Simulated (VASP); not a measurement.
Input of a VASP 6.6.1 run:

INCAR

```
PREC = Accurate
ENCUT = 520
EDIFF = 1E-7
ISMEAR = 0
SIGMA = 0.05
LREAL = Auto
LASPH = True
NELM = 80
ALGO = Normal
ISIF = 2
LWAVE = False
LCHARG = False
GGA = PE
IBRION = 2
NSW = 70
EDIFFG = -0.02
```

KPOINTS

```
Automatic mesh
0
Gamma
  4 4 4
```

POSCAR

```
Al7N8
1.0
   -4.4031742003      0.0000000000      4.4031742003
   -4.4031742003     -4.4031742003      0.0000000000
    0.0000000000     -4.4031742003      4.4031742003
Al N
7 8
Direct
    0.0000000000     -0.5000000000      0.5000000000
    0.0000000000      0.5000000000      0.0000000000
    0.0000000000      0.0000000000      0.0000000000
    0.5000000000      0.5000000000      0.5000000000
    0.5000000000      0.0000000000      0.5000000000
    0.5000000000      0.5000000000      0.0000000000
    0.5000000000      0.0000000000      0.0000000000
    0.3750000000      0.3750000000      0.3750000000
    0.3750000000      0.8750000000      0.3750000000
    0.3750000000      0.3750000000      0.8750000000
    0.3750000000      0.8750000000      0.8750000000
    0.8750000000      0.3750000000      0.3750000000
    0.8750000000      0.8750000000      0.3750000000
    0.8750000000      0.3750000000      0.8750000000
    0.8750000000      0.8750000000      0.8750000000
```

Potentials or basis: VASP PAW PBE potentials, release 64 (Al, N).

The run is started by

```console
$ cat potpaw_PBE.64/Al/POTCAR potpaw_PBE.64/N/POTCAR > POTCAR
$ mpirun -np 1 vasp_std > vasp.out
```

Q: What does it give for the band gap on the k mesh?

A: Zero (an odd number of electrons rules out a gap without spin polarisation).

Q: What does it give for the energy gained by relaxing?

A: 50.2 meV/atom.

Forces on the atoms (eV/Å):
```
Al   0.000  0.000  0.005
Al   0.000  0.005  0.000
Al  -0.005  0.000  0.000
Al   0.005  0.000  0.000
Al   0.000 -0.005  0.000
Al   0.000  0.000  0.000
Al   0.000  0.000 -0.005
N   -0.011  0.011 -0.011
N   -0.002  0.002  0.002
N   -0.011 -0.011  0.011
N    0.011  0.011  0.011
N   -0.002 -0.002 -0.002
N    0.002  0.002 -0.002
N    0.011 -0.011 -0.011
N    0.002 -0.002  0.002
```

Caveat: the cell differs from its parent crystal (atoms taken out).
